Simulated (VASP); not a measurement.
Here is a VASP 6.6.1 calculation.

The input POSCAR:

```
Te
1.0
    4.5627952153      0.0000000000      0.0000000000
   -2.2813976077      3.9514965688      0.0000000000
    0.0000000000      0.0000000000      7.5286121053
Te
4
Direct
    0.3333333333      0.6666666667      0.4375000000
    0.6666666667      0.3333333333      0.9375000000
    0.6666666667      0.3333333333      0.5625000000
    0.3333333333      0.6666666667      0.0625000000
```

The input INCAR.step1:

```
PREC = Accurate
ENCUT = 600
ISMEAR = 0
SIGMA = 0.1
LREAL = F
LASPH = T
NELM = 100
GGA = PE
ALGO = Normal
EDIFF = 1E-4
LWAVE = T
LCHARG = F
```

INCAR.step2

```
PREC = Accurate
ENCUT = 600
EDIFF = 1E-6
ISMEAR = 0
SIGMA = 0.1
LREAL = F
LASPH = T
NELM = 100
ALGO = Normal
ISIF = 3
LWAVE = F
LCHARG = F
METAGGA = R2SCAN
LMIXTAU = T
IBRION = 2
NSW = 90
EDIFFG = -0.04
ISTART = 1
```

File KPOINTS:

```
regular mesh
0
Gamma
  6 6 2
```

Potentials or basis: VASP PAW PBE potentials, release 64 (Te).

The run is started by

```bash
$ cat potpaw_PBE.64/Te/POTCAR > POTCAR
$ cp INCAR.step1 INCAR
$ mpirun -np 1 vasp_std > vasp.out
$ cp INCAR.step2 INCAR
$ mpirun -np 1 vasp_std > vasp.out
```

(1) Estimate the relaxed volume.

(2) Predict the relaxed cell.

Answers

(1) 54.48 Å³/atom.

(2) a = 4.908 Å, b = 4.908 Å, c = 10.447 Å, α = 90.00°, β = 90.00°, γ = 120.00°.

Caveat: the k points lie up to 0.30 Å⁻¹ apart in the final cell; the volume moved by over 15 % at a fixed basis, so the end points are rough; the PAW data sets were made with another functional, which shifts forces and pressure a little.
